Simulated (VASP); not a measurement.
# GaN (Fm-3m) in VASP: a series of runs

The runs below take GaN through single point, with PBEsol, LDA.

All numbers are computed with VASP 6.6.1; they aren't measurements. Logs are shortened: lines on timing, memory, paths and dates and some standing lists are left out, and cuts for length are marked.

## (1) The cell of the first run

It takes space group Fm-3m (No. 225, cubic). Conventional cell: a = 4.213 Å, b = 4.213 Å, c = 4.213 Å, α = 90.00°, β = 90.00°, γ = 90.00°. Within 2.8 Å of Ga (site symmetry m-3m) lie 6 N at 2.11 Å. N (site symmetry m-3m) has 6 Ga at 2.11 Å within 2.8 Å.

## (2) Single point, PBEsol (volume scaled by 0.96)

INCAR

```
ALGO = Normal ; EDIFF = 1E-6
ENCUT = 520 ; GGA = PS
ISIF = 2 ; ISMEAR = -1
LASPH = True ; LCHARG = True
LELF = True ; LREAL = False
LVHAR = True ; LWAVE = False
NBANDS = 16 ; NELM = 80
PREC = Accurate ; SIGMA = 0.05
```

KPOINTS

```
k-points
0
Gamma
  11 11 11
```

POSCAR

```
GaN
1.0
    0.0000000000      2.1063769354      2.1063769354
    2.1063769354      0.0000000000      2.1063769354
    2.1063769354      2.1063769354      0.0000000000
Ga N
1 1
Direct
    0.0000000000      0.0000000000      0.0000000000
    0.5000000000      0.5000000000      0.5000000000
```

Potentials or basis: VASP PAW PBE potentials, release 64 (Ga_d, N).

The run is started by

```
> cat potpaw_PBE.64/Ga_d/POTCAR potpaw_PBE.64/N/POTCAR > POTCAR
> mpirun -np 1 vasp_std > vasp.out
```

OUTCAR:

```text
EDIFF = 1E-6
   ENCUT = 520
   GGA = PS
   ISIF = 2
   ISMEAR = -1
   LASPH = True
   LREAL = False
   NELM = 80
   PREC = Accurate

 ion  position               nearest neighbor table
   1  0.000  0.000  0.000-   2 2.11   2 2.11   2 2.11   2 2.11   2 2.11   2 2.11
   2  0.500  0.500  0.500-   1 2.11   1 2.11   1 2.11   1 2.11   1 2.11   1 2.11

  LATTYP: Found a face centered cubic cell.
 ALAT       =     4.2127538708

  Lattice vectors:

 A1 = (   0.0000000000,   2.1063769354,   2.1063769354)
 A2 = (   2.1063769354,   0.0000000000,   2.1063769354)
 A3 = (   2.1063769354,   2.1063769354,   0.0000000000)

Analysis of symmetry for initial positions (statically):
=====================================================================
 Subroutine PRICEL returns:
 Original cell was already a primitive cell.

 Routine SETGRP: Setting up the symmetry group for a
 face centered cubic supercell.

 Subroutine GETGRP returns: Found 48 space group operations
 (whereof 48 operations were pure point group operations)
 out of a pool of 48 trial point group operations.

The static configuration has the point symmetry O_h .

Analysis of symmetry for dynamics (positions and initial velocities):
=====================================================================
 Subroutine PRICEL returns:
 Original cell was already a primitive cell.

 Routine SETGRP: Setting up the symmetry group for a
 face centered cubic supercell.

 Subroutine GETGRP returns: Found 48 space group operations
 (whereof 48 operations were pure point group operations)
 out of a pool of 48 trial point group operations.

The dynamic configuration has the point symmetry O_h .

 Subroutine INISYM returns: Found 48 space group operations
 (whereof 48 operations are pure point group operations),
 and found     1 'primitive' translations

----------------------------------------------------------------------------------------

                                     Primitive cell

  volume of cell :      18.6912

  direct lattice vectors                    reciprocal lattice vectors
     0.000000000  2.106376935  2.106376935    -0.237374418  0.237374418  0.237374418
     2.106376935  0.000000000  2.106376935     0.237374418 -0.237374418  0.237374418
     2.106376935  2.106376935  0.000000000     0.237374418  0.237374418 -0.237374418

  length of vectors
     2.978866830  2.978866830  2.978866830     0.411144553  0.411144553  0.411144553

[... 73 lines left out ...]
   ICHARG =      2    charge: 1-file 2-atom 10-const
   ISPIN  =      1    spin polarized calculation?
   LNONCOLLINEAR =      F non collinear calculations
   LSORBIT =      F    spin-orbit coupling
   LASPH  =      T    aspherical Exc in radial PAW
   ENCUT  =  520.0 eV  38.22 Ry    6.18 a.u.   5.54  5.54  5.54*2*pi/ulx,y,z
   NELM   =     80;   NELMIN=  2; NELMDL= -5     # of ELM steps
   EDIFF  = 0.1E-05   stopping-criterion for ELM
   LREAL  =      F    real-space projection
   EDIFFG = 0.1E-04   stopping-criterion for IOM
   NSW    =      0    number of steps for IOM
   IBRION =     -1    ionic relax: 0-MD 1-quasi-New 2-CG
   NFREE  =      0    steps in history (QN), initial steepest desc. (CG)
   ISIF   =      2    stress and relaxation
   ISYM   =      2    0-nonsym 1-usesym 2-fastsym
   POTIM  = 0.5000    time-step for ionic-motion
   TEBEG  =    0.0;   TEEND  =   0.0 temperature during run
   PSTRESS=    0.0 pullay stress
   NELECT =      18.0000    total number of electrons
   NUPDOWN=      -1.0000    fix difference up-down
   EMIN   =  10.00;   EMAX   =-10.00  energy-range for DOS
   EFERMI =   0.00;   METHOD = LEGACY
   ISMEAR =    -1;   SIGMA  =   0.05  broadening in eV -4-tet -1-fermi 0-gaus
   EFERMI_NEDOS =   21; number of points for ismear=-14 and -15
   IALGO  =     38    algorithm
   IMIX   =      4    mixing-type and parameters
     AMIX     =   0.40;   BMIX     =  1.00
     AMIX_MAG =   1.60;   BMIX_MAG =  1.00
  volume/ion in A,a.u.               =       9.35        63.07
  Fermi-wavevector in a.u.,A,eV,Ry     =   1.616663  3.055051 35.560189  2.613600
  Thomas-Fermi vector in A             =   2.711213
   LORBIT       =      0    0 simple, 1 ext, 2 COOP (PROOUT), +10 PAW based schemes
   GGA     = PS    functional components
   LHFCALC =     F    Hartree Fock is set to
   AEXX    =    0.0000 exact exchange contribution
   IVDW    =     0    specifies the selected vdW correction
   LEPSILON=     F    determine dielectric tensor
   LRPA    =     F    only Hartree local field effects (RPA)
 non-spin polarized calculation
  energy-cutoff  :      520.00
  volume of cell :       18.69
 maximum number of plane-waves:       531
 NGX is ok and might be reduce to    24
   NGX = 11   NGY = 11   NGZ = 11

 number of electron      18.0000007 magnetization

 Free energy of the ion-electron system (eV)
  ---------------------------------------------------
  ext. energy  EPLUGINS =         0.00000000
  ---------------------------------------------------
  free energy    TOTEN  =       -12.25916643 eV

  energy without entropy =      -12.25915406  energy(sigma->0) =      -12.25916024

 E-fermi :   8.2992     XC(G=0): -13.3359

 val. band max:        7.9069562315   @ k =  -0.1818   0.1818   0.0000
 cond. band min:       8.6211690686   @ k =   0.4545   0.4545   0.0000
 fundamental gap:      0.7142128371
 Fermi energy:         8.2991744004

 k-point     1 :       0.0000    0.0000    0.0000
  band No.  band energies     occupation
      1      -9.5209      2.00000
      2      -6.0332      2.00000
      3      -6.0332      2.00000
      4      -6.0332      2.00000
      5      -5.9341      2.00000
      6      -5.9341      2.00000
[... 433 lines left out ...]
      3      -6.0945      2.00000
      4      -6.0757      2.00000
      5      -5.9375      2.00000
      6      -5.7244      2.00000
[... 8 lines left out ...]
     15      26.2198      0.00000
     16      28.3687      0.00000

 [... further k-points ...]
[... 5 lines left out ...]
  --------------------------------------------------------------------------------------
  -------------------------------------------------------------------------------------
  Total        0.1857829      0.1857829      0.1857829      0.0000000      0.0000000     -0.0000000
  in kB       15.9249488     15.9249488     15.9249488      0.0000000      0.0000000     -0.0000000
  external PRESSURE =      15.9249488 kB  Pullay stress =       0.0000000 kB

 VOLUME and BASIS-vectors are now :
 -----------------------------------------------------------------------------
  energy-cutoff  :      520.00
  volume of cell :       18.69
      direct lattice vectors                 reciprocal lattice vectors
     0.000000000  2.106376935  2.106376935    -0.237374418  0.237374418  0.237374418
     2.106376935  0.000000000  2.106376935     0.237374418 -0.237374418  0.237374418
     2.106376935  2.106376935  0.000000000     0.237374418  0.237374418 -0.237374418

 POSITION                                       TOTAL-FORCE (eV/Angst)
 -----------------------------------------------------------------------------------
      0.00000      0.00000      0.00000         0.000000      0.000000      0.000000
      2.10638      2.10638      2.10638        -0.000000     -0.000000     -0.000000
 -----------------------------------------------------------------------------------
    total drift:                                0.000000     -0.000000     -0.000000

  FREE ENERGIE OF THE ION-ELECTRON SYSTEM (eV)
  ---------------------------------------------------
  free  energy   TOTEN  =       -12.2591664278 eV

  energy  without entropy=      -12.2591540559  energy(sigma->0) =      -12.25916024
```

OSZICAR:

```text
N       E                     dE             d eps       ncg     rms          rms(c)
DAV:   1     0.740772091177E+02    0.74077E+02   -0.91619E+03  2048   0.215E+03
DAV:   2    -0.927356923786E+01   -0.83351E+02   -0.78235E+02  2008   0.323E+02
DAV:   3    -0.138551637444E+02   -0.45816E+01   -0.45610E+01  2160   0.649E+01
DAV:   4    -0.138935795511E+02   -0.38416E-01   -0.38412E-01  2200   0.621E+00
DAV:   5    -0.138940080596E+02   -0.42851E-03   -0.42851E-03  2192   0.613E-01    0.686E+00
DAV:   6    -0.123023673339E+02    0.15916E+01   -0.37816E+00  2616   0.400E+01    0.238E+00
DAV:   7    -0.122810680098E+02    0.21299E-01   -0.18200E-01  2088   0.440E+00    0.151E+00
DAV:   8    -0.122604809712E+02    0.20587E-01   -0.26725E-02  2224   0.170E+00    0.456E-01
DAV:   9    -0.122592147742E+02    0.12662E-02   -0.46489E-03  2128   0.145E+00    0.988E-02
DAV:  10    -0.122591685136E+02    0.46261E-04   -0.46452E-04  2184   0.248E-01    0.244E-02
DAV:  11    -0.122591656187E+02    0.28949E-05   -0.20772E-05  2112   0.471E-02    0.639E-03
DAV:  12    -0.122591664278E+02   -0.80911E-06   -0.83964E-07  1464   0.166E-02
   1 F= -.12259166E+02 E0= -.12259160E+02  d E =-.123719E-04
```

Wall time 26 s (1 thread of AMD EPYC 7R43 (Zen 3), shared host); peak memory 0.11 GiB.

What came out:

| Item | Value |
| --- | --- |
| Free energy | -12.2592 eV |
| Pressure | 1.6 GPa |
| Band gap on the k mesh | 0.71 eV, indirect (least direct gap 2.88 eV) |

Levels at points of the mesh, in eV from the valence-band top:
```tsv
k point	band 5	band 6	band 7	band 8	band 9	band 10	band 11	band 12	band 13	band 14
(0.00, 0.00, 0.00)	-13.84	-13.84	-0.54	-0.54	-0.54	2.34	14.65	14.65	14.65	15.85
```

Caveat: the cell differs from its parent crystal (volume scaled by 0.96); the PAW data sets were made with another functional, which shifts forces and pressure a little. A k mesh can miss the band edges.

## (3) Single point, PBEsol (volume scaled by 0.98)

INCAR

```
ALGO = Normal
EDIFF = 1E-7
ENCUT = 520
GGA = PS
ISIF = 2
ISMEAR = -1
LASPH = T
LCHARG = F
LREAL = F
LWAVE = F
NBANDS = 16
NELM = 60
PREC = Accurate
SIGMA = 0.05
```

KPOINTS is that of step 2.

POSCAR

```
GaN
1.0
    0.0000000000      2.1209041320      2.1209041320
    2.1209041320      0.0000000000      2.1209041320
    2.1209041320      2.1209041320      0.0000000000
Ga N
1 1
Direct
    0.0000000000      0.0000000000      0.0000000000
    0.5000000000      0.5000000000      0.5000000000
```

Potentials or basis: VASP PAW PBE potentials, release 64 (Ga_d, N).

The run is started by

```
> cat potpaw_PBE.64/Ga_d/POTCAR potpaw_PBE.64/N/POTCAR > POTCAR
> mpirun -np 1 vasp_std > vasp.out
```

It took 38 s on 1 thread of AMD EPYC 7R43 (Zen 3), shared host; peak memory 0.11 GiB.

Results (log left out):

- Free energy: -12.2577 eV
- Pressure: -3.0 GPa
- Band gap on the k mesh: 0.59 eV, indirect (least direct gap 2.62 eV)

Levels at points of the mesh, in eV from the valence-band top:
```tsv
k point	band 5	band 6	band 7	band 8	band 9	band 10	band 11	band 12	band 13	band 14
(0.00, 0.00, 0.00)	-13.85	-13.85	-0.52	-0.52	-0.52	2.10	14.53	14.53	14.53	15.55
```

Caveat: the cell differs from its parent crystal (volume scaled by 0.98); the PAW data sets were made with another functional, which shifts forces and pressure a little.

## (4) Single point, LDA

This run uses another cell than the first one, of 9.74 Å³/atom, 1.042 times its volume.

INCAR

```
SYSTEM = GaN
ALGO = Normal
EDIFF = 1E-7
ENCUT = 520
ISIF = 2
ISMEAR = -1
LASPH = .True.
LCHARG = .False.
LREAL = .False.
LWAVE = .False.
NBANDS = 16
NELM = 80
PREC = Accurate
SIGMA = 0.05
```

KPOINTS

```
k-points
0
Gamma
  11 11 11
  0 0 0
```

POSCAR

```
GaN
1.0
    0.0000000000      2.1352350000      2.1352350000
    2.1352350000      0.0000000000      2.1352350000
    2.1352350000      2.1352350000      0.0000000000
Ga N
1 1
Direct
    0.0000000000      0.0000000000      0.0000000000
    0.5000000000      0.5000000000      0.5000000000
```

Potentials or basis: VASP PAW LDA potentials, release 64 (Ga_d, N).

The run is started by

```
> cat potpaw_LDA.64/Ga_d/POTCAR potpaw_LDA.64/N/POTCAR > POTCAR
> mpirun -np 1 vasp_std > vasp.out
```

Run time: 26 s. Hardware: 1 thread of AMD EPYC 7R43 (Zen 3), shared host; peak memory 0.1 GiB.

Results (log left out):

* Free energy: -13.0386 eV
* Pressure: -12.5 GPa
* Band gap on the k mesh: 0.36 eV, indirect (least direct gap 2.45 eV)

Levels at points of the mesh, in eV from the valence-band top:
```
           k point  band 7  band 8  band 9  band 10  band 11  band 12
(0.00, 0.00, 0.00)   -0.50   -0.50   -0.50     1.94    14.47    14.47
```

A k mesh can miss the band edges.

## (5) Single point, LDA (volume scaled by 1.02)

INCAR

```
ALGO = Normal
EDIFF = 1E-6
ENCUT = 520
ISIF = 2
ISMEAR = -1
LASPH = T
LCHARG = T
LELF = T
LREAL = F
LVHAR = T
LWAVE = F
NBANDS = 16
NELM = 60
PREC = Accurate
SIGMA = 0.05
```

KPOINTS

```
k-points
0
Gamma
  11 11 11
```

POSCAR

```
GaN
1.0
    0.0000000000      2.1493760412      2.1493760412
    2.1493760412      0.0000000000      2.1493760412
    2.1493760412      2.1493760412      0.0000000000
Ga N
1 1
Direct
    0.0000000000      0.0000000000      0.0000000000
    0.5000000000      0.5000000000      0.5000000000
```

The run is started by

```
> cat potpaw_LDA.64/Ga_d/POTCAR potpaw_LDA.64/N/POTCAR > POTCAR
> mpirun -np 1 vasp_std > vasp.out
```

It took 23 s on 1 thread of AMD EPYC 7R43 (Zen 3), shared host; peak memory 0.1 GiB.

The run converged. Its results:

```yaml
Free_energy: -13.0040 eV
Pressure: -16.0 GPa
Band_gap_on_the_k_mesh: 0.25 eV, indirect (least direct gap 2.21 eV)
```

Levels at points of the mesh, in eV from the valence-band top:
| k point | band 6 | band 7 | band 8 | band 9 | band 10 | band 11 | band 12 | band 13 |
| --- | --- | --- | --- | --- | --- | --- | --- | --- |
| (0.00, 0.00, 0.00) | -14.03 | -0.48 | -0.48 | -0.48 | 1.73 | 14.35 | 14.35 | 14.35 |

Caveat: the cell differs from its parent crystal (volume scaled by 1.02). A k mesh can miss the band edges.

## (6) Summary

| level | potentials or basis | cell | gap on the mesh (eV) | pressure (GPa) |
| --- | --- | --- | --- | --- |
| PBEsol | VASP PAW PBE potentials, release 64 (Ga_d, N) | a = 2.979 Å, angles 60.0°, 2 atoms | 0.71 | 1.6 |
| PBEsol | VASP PAW PBE potentials, release 64 (Ga_d, N) | a = 2.999 Å, angles 60.0°, 2 atoms | 0.59 | -3.0 |
| LDA | VASP PAW LDA potentials, release 64 (Ga_d, N) | a = 3.020 Å, angles 60.0°, 2 atoms | 0.36 | -12.5 |
| LDA | VASP PAW LDA potentials, release 64 (Ga_d, N) | a = 3.040 Å, angles 60.0°, 2 atoms | 0.25 | -16.0 |

Alike in all rows: task single point; no spin polarisation; k mesh 11 × 11 × 11; cutoff (eV) 520; smearing fermi-dirac 0.05 eV.

Caveats: the PAW data sets were made with another functional, which shifts forces and pressure a little (some runs).

Total energies depend on the potentials used, so only differences within one code and one set of settings carry meaning.
